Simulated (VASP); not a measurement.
# Sn in VASP: further runs, part 2 of 2

VASP 6.6.1. The steps go on from the part before.

### 3 Single point, LDA

This run uses another cell than the first one, of 25.92 Å³/atom, 1.020 times its volume.

File INCAR:

```
ALGO = Normal
EDIFF = 1E-7
ENCUT = 520
ISIF = 2
ISMEAR = 1
LASPH = True
LCHARG = False
LREAL = False
LWAVE = False
NBANDS = 13
NELM = 100
PREC = Accurate
SIGMA = 0.1
```

File KPOINTS:

```
k-points
0
Gamma
  11 11 11
```

File POSCAR:

```
Sn
1.0
    3.2970695927      0.0157159873     -0.0330617844
   -0.1734889482      3.2925395149      0.0330620681
   -1.5372633765     -1.6772857478      2.3865334283
Sn
1
Direct
    0.0000000000      0.0000000000      0.0000000000
```

Potentials or basis: VASP PAW LDA potentials, release 64 (Sn_d).

Launch:

```
> cat potpaw_LDA.64/Sn_d/POTCAR > POTCAR
> mpirun -np 1 vasp_std > vasp.out
```

Wall time 25 s (1 thread of Intel Xeon 6975P-C (Granite Rapids), shared host); peak memory 0.19 GiB.

Results (log left out):

```
Free energy            : -4.4467 eV
Pressure               : 0.0 GPa
Band gap on the k mesh : zero (band 7 reaches 16.38 eV, above the bottom of band 8 at 6.46 eV)
```

Levels at points of the mesh, in eV from the Fermi level:
| k point | band 4 | band 5 | band 6 | band 7 | band 8 | band 9 | band 10 | band 11 |
| --- | --- | --- | --- | --- | --- | --- | --- | --- |
| (0.00, 0.00, 0.00) | -21.39 | -21.35 | -11.49 | 7.94 | 8.04 | 8.04 | 10.81 | 12.18 |

Caveat: spin-orbit coupling is left out, which moves the levels of the heavy elements.

### 4 Single point, PBEsol

This run uses another cell than the first one, of 26.59 Å³/atom, 1.046 times its volume.

File INCAR:

```
SYSTEM = Sn
ALGO = Normal
EDIFF = 1E-6
ENCUT = 520
GGA = PS
ISIF = 2
ISMEAR = 1
LASPH = .True.
LCHARG = .False.
LREAL = .False.
LWAVE = .False.
NBANDS = 13
NELM = 60
PREC = Accurate
SIGMA = 0.1
```

File KPOINTS:

```
k-points
0
Gamma
  11 11 11
  0 0 0
```

File POSCAR:

```
Sn
1.0
    3.3254990159      0.0171458904     -0.0336846050
   -0.1736926225      3.3210041464      0.0336848913
   -1.5514283231     -1.6921838515      2.4062328046
Sn
1
Direct
    0.0000000000      0.0000000000      0.0000000000
```

Potentials or basis: VASP PAW PBE potentials, release 64 (Sn_d).

Launch:

```
> cat potpaw_PBE.64/Sn_d/POTCAR > POTCAR
> mpirun -np 1 vasp_std > vasp.out
```

OUTCAR:

```text
SYSTEM = Sn
   EDIFF = 1E-6
   ENCUT = 520
   GGA = PS
   ISIF = 2
   ISMEAR = 1
   LASPH = .True.
   LREAL = .False.
   NELM = 60
   PREC = Accurate

 ion  position               nearest neighbor table
   1  0.000  0.000  0.000-

  LATTYP: Found a body centered orthorhombic cell.
 ALAT       =     3.4032431523
 B/A-ratio  =     1.0000100258
 C/A-ratio  =     1.3490024848

  Lattice vectors:

 A1 = (  -3.3254990159,  -0.0171458904,   0.0336846050)
[... 556 lines left out ...]
      4     -13.0861      2.00000
      5     -13.0354      2.00000
      6       0.6864      2.00000
      7       5.8706      2.00000
      8      10.8752      0.00000
      9      12.5460      0.00000
     10      15.7647      0.00000
     11      21.0646      0.00000
     12      22.0323      0.00000
     13      23.5915      0.00000

 [... further k-points ...]
[... 5 lines left out ...]
  --------------------------------------------------------------------------------------
  -------------------------------------------------------------------------------------
  Total       -0.0057499     -0.0051993     -0.0102753      0.0047902     -0.0000320      0.0000339
  in kB       -0.3465013     -0.3133201     -0.6192138      0.2886695     -0.0019274      0.0020414
  external PRESSURE =      -0.4263451 kB  Pullay stress =       0.0000000 kB

 VOLUME and BASIS-vectors are now :
 -----------------------------------------------------------------------------
  energy-cutoff  :      520.00
  volume of cell :       26.59
      direct lattice vectors                 reciprocal lattice vectors
     3.325499016  0.017145890 -0.033684605     0.302710765  0.013754390  0.204846767
    -0.173692623  3.321004146  0.033684891     0.000592156  0.299008003  0.210659252
    -1.551428323 -1.692183852  2.406232805     0.004229327 -0.003993272  0.415505992

 POSITION                                       TOTAL-FORCE (eV/Angst)
 -----------------------------------------------------------------------------------
      0.00000      0.00000      0.00000        -0.000000      0.000000      0.000000
 -----------------------------------------------------------------------------------
    total drift:                               -0.000000      0.000000     -0.000000

  FREE ENERGIE OF THE ION-ELECTRON SYSTEM (eV)
  ---------------------------------------------------
  free  energy   TOTEN  =        -4.2389264541 eV

  energy  without entropy=       -4.2388489403  energy(sigma->0) =       -4.23890062
```

stdout:

```text
POSCAR found type information on POSCAR Sn
 POSCAR found :  1 types and       1 ions
 scaLAPACK will be used
 -----------------------------------------------------------------------------
|                                                                             |
|                                                                             |
|     You enforced a specific xc type in the INCAR file but a different       |
|     I HOPE YOU KNOW WHAT YOU ARE DOING!                                     |
|                                                                             |
 -----------------------------------------------------------------------------

 LDA part: xc-table for (Slater+PW92), standard interpolation
 POSCAR, INCAR and KPOINTS ok, starting setup
 FFT: planning ... GRIDC
 FFT: planning ... GRID_SOFT
 FFT: planning ... GRID
 WAVECAR not read
 entering main loop
```

Run time: 30 s. Hardware: 1 thread of Intel Xeon 6975P-C (Granite Rapids), shared host; peak memory 0.2 GiB.

What came out:

```yaml
Free_energy: -4.2389 eV
Pressure: 0.0 GPa
Band_gap_on_the_k_mesh: zero (band 7 reaches 16.06 eV, above the bottom of band 8 at 6.29 eV)
```

Caveat: the PAW data sets were made with another functional, which shifts forces and pressure a little; spin-orbit coupling is left out, which moves the levels of the heavy elements.

### 5 Summary

```tsv
level	potentials or basis	cell	gap on the mesh (eV)	pressure (GPa)
PBEsol+D3(BJ)	VASP PAW PBE potentials, release 64 (Sn_d)	a = 3.274 Å, angles 118.3, 118.4, 92.9°, 1 atom	none	0.0
LDA	VASP PAW LDA potentials, release 64 (Sn_d)	a = 3.297 Å, angles 118.4, 118.4, 92.7°, 1 atom	none	0.0
PBEsol	VASP PAW PBE potentials, release 64 (Sn_d)	a = 3.326 Å, angles 118.5, 118.5, 92.7°, 1 atom	none	0.0
```

Alike in all rows: task single point; no spin polarisation; k mesh 11 × 11 × 11; cutoff (eV) 520; smearing methfessel-paxton 0.1 eV.

Caveats: spin-orbit coupling is left out, which moves the levels of the heavy elements; the PAW data sets were made with another functional, which shifts forces and pressure a little (some runs); pairwise dispersion overbinds metals, which lowers pressure and volume (some runs).

Absolute energies hang on the potentials; compare differences alone.
